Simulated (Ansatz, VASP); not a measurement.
# One calculation of Al, two programs

File INCAR:

```
PREC = Accurate
ENCUT = 520
EDIFF = 1E-6
ISMEAR = 0
SIGMA = 0.1
LREAL = F
LASPH = T
NELM = 60
ALGO = Fast
ISIF = 2
LWAVE = F
LCHARG = F
GGA = PE
NBANDS = 8
```

KPOINTS

```
Automatic mesh
0
Gamma
  8 8 8
```

Contents of POSCAR:

```
Al
1.0
   -1.4116505320      1.4464009716      2.0206161594
    1.4116505320     -1.4464009716      2.0206161594
    1.4116505320      1.4464009716     -2.0206161594
Al
1
Direct
    0.0000000000      0.5000000000      0.5000000000
```

Input for Ansatz:

```yaml
crystal:
  lattice:
    - [-1.411650532, 1.4464009716, 2.0206161594]
    - [1.411650532, -1.4464009716, 2.0206161594]
    - [1.411650532, 1.4464009716, -2.0206161594]
  atoms:
    - { symbol: Al, position: [0.0, 0.5, 0.5] }
basis:
  ecutwfc: 420
kpoints:
  mp_grid: { grid: [8, 8, 8] }
hamiltonian:
  xc: pbe
scf:
  occupations: { method: gaussian, width: 0.1 }
  lower_state_search: "off"
output:
  forces: true
  stress: true
  eigenvalues: true
```

Change from the starting cell: the structure that the rattled cell fell into.

Alike in both runs: task single point; functional PBE; k mesh 8 × 8 × 8; occupations gaussian, width 0.1 eV; no spin polarisation.

```csv
,VASP,Ansatz
version,VASP 6.6.1,Ansatz 0.2.0
potentials or method,"VASP PAW PBE potentials, release 64 (Al), cutoff 520 eV","scalar-relativistic, plane waves, PAW"
valence electrons in the cell,3,3
```

```csv
,VASP,Ansatz,Ansatz less VASP
gap on the k mesh at the Fermi level (eV),none,none,-
pressure (GPa),0.1,0.1,+0.04
"traceless stress, the component that is largest in VASP (GPa)",0.97,0.97,+0.001
```

A gap of «none» marks a metal or a gap that the smearing closes.

The k mesh is coarse, so the values compare programs but aren't converged.
